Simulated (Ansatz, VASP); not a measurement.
# AlSe4 in VASP and in Ansatz

INCAR

```
PREC = Accurate ; ENCUT = 520
EDIFF = 1E-6 ; ISMEAR = 0
SIGMA = 0.1 ; LREAL = False
LASPH = True ; NELM = 100
ALGO = Normal ; ISIF = 2
LWAVE = False ; LCHARG = False
GGA = PE ; IVDW = 12
NBANDS = 22
```

KPOINTS

```
regular mesh
0
Gamma
  4 4 4
```

POSCAR

```
AlSe4
1.0
    3.8024836900      0.0000000000      0.0000000000
    0.0000000000      3.8024836900      0.0000000000
    0.0000000000      0.0000000000      6.9524254900
Al Se
1 4
Direct
    0.5000000000      0.5000000000      0.0000000000
    0.0000000000      0.5000000000      0.7642962500
    0.5000000000      0.0000000000      0.7642962500
    0.0000000000      0.5000000000      0.2357037500
    0.5000000000      0.0000000000      0.2357037500
```

Input for Ansatz:

```yaml
crystal:
  lattice:
    - [3.80248369, 0.0, 0.0]
    - [0.0, 3.80248369, 0.0]
    - [0.0, 0.0, 6.95242549]
  atoms:
    - { symbol: Al, position: [0.5, 0.5, 0.0] }
    - { symbol: Se, position: [0.0, 0.5, 0.76429625] }
    - { symbol: Se, position: [0.5, 0.0, 0.76429625] }
    - { symbol: Se, position: [0.0, 0.5, 0.23570375] }
    - { symbol: Se, position: [0.5, 0.0, 0.23570375] }
basis:
  ecutwfc: 420
kpoints:
  mp_grid: { grid: [4, 4, 4] }
hamiltonian:
  xc: pbe
  dispersion: d3bj
scf:
  occupations: { method: gaussian, width: 0.1 }
  lower_state_search: "off"
output:
  forces: true
  stress: true
  eigenvalues: true
```

Alike in both runs: task single point; functional PBE; dispersion D3(BJ); k mesh 4 × 4 × 4; occupations gaussian, width 0.1 eV; no spin polarisation.

```csv
,VASP,Ansatz
version,VASP 6.6.1,Ansatz 0.2.0
potentials or method,"VASP PAW PBE potentials, release 64 (Al, Se), cutoff 520 eV","scalar-relativistic, plane waves, PAW"
valence electrons in the cell,27,67
```

Ansatz gave:

| Item | Value |
| --- | --- |
| gap on the k mesh at the Fermi level (eV) | none |
| pressure (GPa) | 16.0 |
| traceless stress, the component that is largest in VASP (GPa) | -1.55 |
| rms of the force components (eV/Å) | 0.722 |

What did VASP give for the same quantities?

gap on the k mesh at the Fermi level (eV): none; pressure (GPa): 16.1; traceless stress, the component that is largest in VASP (GPa): -1.59; rms of the force components (eV/Å): 0.727.

Atom by atom the forces differ by 0.005 eV/Å (rms over components). A gap of «none» marks a metal or a gap that the smearing closes. VASP's potentials hold 27 valence electrons a cell and Ansatz's 67, so a difference there can come from the potentials and not from the codes.

The k mesh is coarse, so the values compare programs but aren't converged.
